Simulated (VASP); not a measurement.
Input of a VASP 6.6.1 run:

File INCAR:

```
SYSTEM = TaN
PREC = Accurate
ENCUT = 520
EDIFF = 1E-6
ISMEAR = 0
SIGMA = 0.1
LREAL = .FALSE.
LASPH = .TRUE.
NELM = 60
ALGO = Normal
ISIF = 2
LWAVE = .FALSE.
LCHARG = .FALSE.
GGA = PE
NBANDS = 24
```

Contents of KPOINTS:

```
regular mesh
0
G
  18 18 8
  0 0 0
```

Contents of POSCAR:

```
TaN
1.0
    3.1519905574      0.0000000000      0.0000000000
   -1.5759952787      2.7297038952      0.0000000000
    0.0000000000      0.0000000000      6.1043197512
Ta N
2 2
Direct
    0.3333333333      0.6666666667      0.0280211558
    0.6666666667      0.3333333333      0.5280211558
    0.3333333333      0.6666666667      0.3519788442
    0.6666666667      0.3333333333      0.8519788442
```

Potentials or basis: VASP PAW PBE potentials, release 64 (Ta_pv, N).

Run with:

```bash
$ cat potpaw_PBE.64/Ta_pv/POTCAR potpaw_PBE.64/N/POTCAR > POTCAR
$ mpirun -np 1 vasp_std > vasp.out
```

Q: Predict the largest force.

A: 0.020 eV/Å.

Q: Predict the band gap on the k mesh.

A: Zero (bands 16 and 17 overlap by 0.43 eV).

Q: Estimate the pressure.

A: 0.5 GPa.

Stress tensor (GPa, compression positive):
```
0.37 0.00 0.00
0.00 0.37 0.00
0.00 0.00 0.89
```

Caveat: spin-orbit coupling is left out, which moves the levels of the heavy elements.
